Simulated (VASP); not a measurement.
# Sb in VASP: single point with PBE+D3(BJ)

Aim: the single point of Sb with PBE+D3(BJ).

All numbers are computed with VASP 6.6.1; they aren't measurements. Logs are shortened: lines on timing, memory, paths and dates and some standing lists are left out, and cuts for length are marked.

## 1. The cell of the first run

The cell holds a slab with vacuum, 4 atoms: a = 4.069 Å, b = 4.069 Å, c = 20.800 Å, α = 90.00°, β = 90.00°, γ = 120.00°.

## 2. Single point, PBE+D3(BJ) (layers slid over each other, then relaxed in part)

INCAR

```
PREC = Accurate
ENCUT = 400
EDIFF = 1E-6
ISMEAR = 0
SIGMA = 0.05
LREAL = F
LASPH = T
NELM = 120
ALGO = Normal
ISIF = 2
LWAVE = F
LCHARG = T
LDIPOL = T
IDIPOL = 3
DIPOL = 0.5 0.5 0.374
GGA = PE
IVDW = 12
LELF = T
LVHAR = T
LVACPOTAV = T
NBANDS = 38
GGA_COMPAT = F
NELMDL = -8
```

KPOINTS

```
Automatic mesh
0
Gamma
  9 9 1
```

POSCAR

```
Sb
1.0
    4.0686848921      0.0000000000      0.0000000000
   -2.0343424461      3.5235844766      0.0000000000
    0.0000000000      0.0000000000     20.8000277116
Sb
4
Direct
    0.3333333334      0.6666666667      0.2957731242
    0.6666666667      0.3333333333      0.2163458656
    0.2222222222      1.4444444444      0.5315500849
    0.5555555556      1.1111111111      0.4521276852
```

Potentials or basis: VASP PAW PBE potentials, release 64 (Sb_d_GW).

The run is started by

```bash
$ cat potpaw_PBE.64/Sb_d_GW/POTCAR > POTCAR
$ mpirun -np 1 vasp_std > vasp.out
```

OUTCAR:

```text
PREC = Accurate
   ENCUT = 400
   EDIFF = 1E-6
   ISMEAR = 0
   LREAL = F
   LASPH = T
   NELM = 120
   ISIF = 2
   GGA = PE
   IVDW = 12
   NELMDL = -8
 IVDW          = 12

 ion  position               nearest neighbor table
   1  0.333  0.667  0.296-   2 2.87   2 2.87   2 2.87
   2  0.667  0.333  0.216-   1 2.87   1 2.87   1 2.87
   3  0.222  0.444  0.532-   4 2.87   4 2.87   4 2.87
   4  0.556  0.111  0.452-   3 2.87   3 2.87   3 2.87

  LATTYP: Found a hexagonal cell.
 ALAT       =     4.0686848921
 C/A-ratio  =     5.1122237930

  Lattice vectors:

 A1 = (   4.0686848921,   0.0000000000,   0.0000000000)
 A2 = (  -2.0343424461,   3.5235844766,   0.0000000000)
 A3 = (   0.0000000000,   0.0000000000,  20.8000277116)

Analysis of symmetry for initial positions (statically):
=====================================================================
 Subroutine PRICEL returns:
 Original cell was already a primitive cell.

 Routine SETGRP: Setting up the symmetry group for a
 hexagonal supercell.

 Subroutine GETGRP returns: Found  4 space group operations
 (whereof  2 operations were pure point group operations)
 out of a pool of 24 trial point group operations.

The static configuration has the point symmetry C_1h.
 The point group associated with its full space group is C_2h.

Analysis of symmetry for dynamics (positions and initial velocities):
=====================================================================
 Subroutine PRICEL returns:
 Original cell was already a primitive cell.

 Routine SETGRP: Setting up the symmetry group for a
 hexagonal supercell.

 Subroutine GETGRP returns: Found  4 space group operations
 (whereof  2 operations were pure point group operations)
 out of a pool of 24 trial point group operations.

The dynamic configuration has the point symmetry C_1h.
 The point group associated with its full space group is C_2h.

 Subroutine INISYM returns: Found  4 space group operations
 (whereof  2 operations are pure point group operations),
 and found     1 'primitive' translations

----------------------------------------------------------------------------------------

                                     Primitive cell

  volume of cell :     298.1966

  direct lattice vectors                    reciprocal lattice vectors
     4.068684892  0.000000000  0.000000000     0.245779663  0.141900954  0.000000000
    -2.034342446  3.523584477  0.000000000     0.000000000  0.283801909  0.000000000
     0.000000000  0.000000000 20.800027712     0.000000000  0.000000000  0.048076859

  length of vectors
     4.068684892  4.068684892 20.800027712     0.283801909  0.283801909  0.048076859

  position of ions in fractional coordinates (direct lattice)
     0.333333333  0.666666667  0.295773124
     0.666666667  0.333333333  0.216345866
     0.222222222  0.444444444  0.531550085
     0.555555556  0.111111111  0.452127685

  ion indices of the primitive-cell ions
   primitive index   ion index
                 1           1
                 2           2
                 3           3
                 4           4

----------------------------------------------------------------------------------------

 KPOINTS: Automatic mesh

Automatic generation of k-mesh.
 Grid dimensions read from file:
 generate k-points for:    9    9    1

 Generating k-lattice:

  Cartesian coordinates                     Fractional coordinates (reciprocal lattice)
     0.027308851  0.015766773  0.000000000     0.111111111 -0.000000000  0.000000000
     0.000000000  0.031533545  0.000000000     0.000000000  0.111111111  0.000000000
     0.000000000  0.000000000  0.048076859     0.000000000  0.000000000  1.000000000

  Length of vectors
     0.031533545  0.031533545  0.048076859

  Shift w.r.t. Gamma in fractional coordinates (k-lattice)
     0.000000000  0.000000000  0.000000000

 Subroutine IBZKPT returns following result:
 ===========================================

 Found     25 irreducible k-points:

 Following reciprocal coordinates:
            Coordinates               Weight
  0.000000  0.000000  0.000000      1.000000
  0.111111 -0.000000  0.000000      4.000000
  0.000000  0.111111  0.000000      2.000000
  0.222222 -0.000000  0.000000      4.000000
  0.000000  0.222222  0.000000      2.000000
  0.333333 -0.000000  0.000000      4.000000
[... 16 lines left out ...]
 -0.222222 -0.444444  0.000000      4.000000
  0.444444  0.333333  0.000000      4.000000
   k-points           NKPTS =     25   k-points in BZ     NKDIM =     25   number of bands    NBANDS=     38
   number of dos      NEDOS =    301   number of ions     NIONS =      4
   total plane-waves  NPLWV = 109760
   dimension x,y,z NGX =    28 NGY =   28 NGZ =  140
   dimension x,y,z NGXF=    56 NGYF=   56 NGZF=  280
   ions per type =               4
   NGX,Y,Z   is equivalent  to a cutoff of  11.44, 11.44, 11.19 a.u.
   NGXF,Y,Z  is equivalent  to a cutoff of  22.88, 22.88, 22.38 a.u.
 SYSTEM =  unknown system
   PREC   = accura    normal or accurate (medium, high low for compatibility)
   ISTART =      0    job   : 0-new  1-cont  2-samecut
   ICHARG =      2    charge: 1-file 2-atom 10-const
   ISPIN  =      1    spin polarized calculation?
   LNONCOLLINEAR =      F non collinear calculations
   LSORBIT =      F    spin-orbit coupling
   LASPH  =      T    aspherical Exc in radial PAW
   ENCUT  =  400.0 eV  29.40 Ry    5.42 a.u.   6.63  6.63 33.92*2*pi/ulx,y,z
   NELM   =    120;   NELMIN=  2; NELMDL= -8     # of ELM steps
   EDIFF  = 0.1E-05   stopping-criterion for ELM
   LREAL  =      F    real-space projection
   EDIFFG = 0.1E-04   stopping-criterion for IOM
   NSW    =      0    number of steps for IOM
   IBRION =     -1    ionic relax: 0-MD 1-quasi-New 2-CG
   NFREE  =      0    steps in history (QN), initial steepest desc. (CG)
   ISIF   =      2    stress and relaxation
   ISYM   =      2    0-nonsym 1-usesym 2-fastsym
   POTIM  = 0.5000    time-step for ionic-motion
   TEBEG  =    0.0;   TEEND  =   0.0 temperature during run
   PSTRESS=    0.0 pullay stress
   NELECT =      60.0000    total number of electrons
   NUPDOWN=      -1.0000    fix difference up-down
   EMIN   =  10.00;   EMAX   =-10.00  energy-range for DOS
   EFERMI =   0.00;   METHOD = LEGACY
   ISMEAR =     0;   SIGMA  =   0.05  broadening in eV -4-tet -1-fermi 0-gaus
   EFERMI_NEDOS =   21; number of points for ismear=-14 and -15
   IALGO  =     38    algorithm
   IMIX   =      4    mixing-type and parameters
     AMIX     =   0.40;   BMIX     =  1.00
     AMIX_MAG =   1.60;   BMIX_MAG =  1.00
  volume/ion in A,a.u.               =      74.55       503.08
  Fermi-wavevector in a.u.,A,eV,Ry     =   0.959307  1.812828 12.521037  0.920270
  Thomas-Fermi vector in A             =   2.088492
   LORBIT       =      0    0 simple, 1 ext, 2 COOP (PROOUT), +10 PAW based schemes
   GGA     = PE    functional components
   LHFCALC =     F    Hartree Fock is set to
   AEXX    =    0.0000 exact exchange contribution
   IVDW    =    12    specifies the selected vdW correction
   LEPSILON=     F    determine dielectric tensor
   LRPA    =     F    only Hartree local field effects (RPA)
 non-spin polarized calculation
 Gauss-broadening in eV      SIGMA  =   0.05
  energy-cutoff  :      400.00
  volume of cell :      298.20
 maximum number of plane-waves:      5503
   NGX = 13   NGY = 13   NGZ = 67

 dipolmoment           0.000000      0.000000      0.000138 electrons x Angstroem

 number of electron      60.0000001 magnetization

 dipolmoment           0.000000      0.000000     -0.000709 electrons x Angstroem

 Free energy of the ion-electron system (eV)
  ---------------------------------------------------
  ext. energy  EPLUGINS =         0.00000000
  ---------------------------------------------------
  free energy    TOTEN  =       -16.26203966 eV

  energy without entropy =      -16.26203966  energy(sigma->0) =      -16.26203966

 E-fermi :  -0.3010     XC(G=0):  -4.8230

 val. band max:       -0.6068802191   @ k =   0.1111  -0.0000   0.0000
 cond. band min:      -0.0678511560   @ k =   0.3333  -0.0000   0.0000
 fundamental gap:      0.5390290631
 Fermi energy:        -0.3009983986

 k-point     1 :       0.0000    0.0000    0.0000
  band No.  band energies     occupation
      1     -29.5626      2.00000
      2     -29.5607      2.00000
      3     -29.5561      2.00000
      4     -29.5542      2.00000
      5     -29.4865      2.00000
      6     -29.4824      2.00000
[... 30 lines left out ...]
     37       3.3313      0.00000
     38       3.5759      0.00000

 k-point     2 :       0.1111   -0.0000    0.0000
  band No.  band energies     occupation
      1     -29.5604      2.00000
      2     -29.5557      2.00000
      3     -29.5536      2.00000
      4     -29.5489      2.00000
      5     -29.4841      2.00000
      6     -29.4803      2.00000
[... 30 lines left out ...]
     37       3.4990      0.00000
     38       3.7406      0.00000

 k-point     3 :       0.0000    0.1111    0.0000
  band No.  band energies     occupation
      1     -29.5617      2.00000
      2     -29.5552      2.00000
      3     -29.5541      2.00000
      4     -29.5476      2.00000
      5     -29.4859      2.00000
      6     -29.4797      2.00000
[... 30 lines left out ...]
     37       3.5034      0.00000
     38       3.7356      0.00000

 k-point     4 :       0.2222   -0.0000    0.0000
  band No.  band energies     occupation
      1     -29.5578      2.00000
      2     -29.5515      2.00000
      3     -29.5369      2.00000
      4     -29.5307      2.00000
      5     -29.4817      2.00000
      6     -29.4757      2.00000
[... 30 lines left out ...]
     37       3.9062      0.00000
     38       4.1233      0.00000
[... 703 lines left out ...]
      4     -29.4716      2.00000
      5     -29.4613      2.00000
      6     -29.4551      2.00000
[... 30 lines left out ...]
     37       4.9653      0.00000
     38       5.4323      0.00000

 k-point    23 :      -0.2222   -0.4444    0.0000
  band No.  band energies     occupation
      1     -29.5535      2.00000
      2     -29.5470      2.00000
      3     -29.4776      2.00000
      4     -29.4719      2.00000
      5     -29.4615      2.00000
      6     -29.4544      2.00000
[... 30 lines left out ...]
     37       5.0673      0.00000
     38       5.4969      0.00000

 k-point    24 :       0.4444    0.3333    0.0000
  band No.  band energies     occupation
      1     -29.5529      2.00000
      2     -29.5463      2.00000
      3     -29.4775      2.00000
      4     -29.4718      2.00000
      5     -29.4599      2.00000
      6     -29.4542      2.00000
[... 30 lines left out ...]
     37       4.9460      0.00000
     38       5.3870      0.00000

 [... further k-points ...]

------------------------ aborting loop because EDIFF is reached ----------------------------------------

 Edisp (eV)   -1.25177

 E8    (eV) :    -0.6020

  FORCE on cell =-STRESS in cart. coord.  units (eV):
  Direction    XX          YY          ZZ          XY          YZ          ZX
  --------------------------------------------------------------------------------------
  -------------------------------------------------------------------------------------
  Total       0.07364    -0.10198    -0.26728     0.00000     0.68169    -0.00000
  in kB       0.39568    -0.54795    -1.43605     0.00000     3.66263    -0.00000
  external pressure =       -0.53 kB  Pullay stress =        0.00 kB

 VOLUME and BASIS-vectors are now :
 -----------------------------------------------------------------------------
  energy-cutoff  :      400.00
  volume of cell :      298.20
      direct lattice vectors                 reciprocal lattice vectors
     4.068684892  0.000000000  0.000000000     0.245779663  0.141900954  0.000000000
    -2.034342446  3.523584477  0.000000000     0.000000000  0.283801909  0.000000000
     0.000000000  0.000000000 20.800027712     0.000000000  0.000000000  0.048076859

 POSITION                                       TOTAL-FORCE (eV/Angst)
 -----------------------------------------------------------------------------------
      0.00000      2.34906      6.15209         0.000000     -0.085411     -0.001583
      2.03434      1.17453      4.50000         0.000000     -0.061030      0.001457
     -0.00000      1.56604     11.05626        -0.000000      0.061030     -0.001457
      2.03434      0.39151      9.40427        -0.000000      0.085411      0.001583
 -----------------------------------------------------------------------------------
    total drift:                                0.000001      0.000700     -0.094560

  FREE ENERGIE OF THE ION-ELECTRON SYSTEM (eV)
  ---------------------------------------------------
  free  energy   TOTEN  =       -17.5138144055 eV

  energy  without entropy=      -17.5138144055  energy(sigma->0) =      -17.51381441

 vacuum level on the upper side and lower side of the slab         3.835         3.844
```

Wall time 3.9 min (1 thread of AMD EPYC 9R45 (Zen 5), shared host); peak memory 0.39 GiB.

Results:

```
Free energy                : -17.5138 eV
Largest force              : 0.085 eV/Å
Dispersion energy per atom : -0.313 eV
```

Forces on the atoms (eV/Å):
```
Sb   0.000 -0.085 -0.002
Sb   0.000 -0.061  0.001
Sb   0.000  0.061 -0.001
Sb   0.000  0.085  0.002
```

Caveat: the cell differs from its parent crystal (layers slid over each other, then relaxed in part); spin-orbit coupling is left out, which moves the levels of the heavy elements.
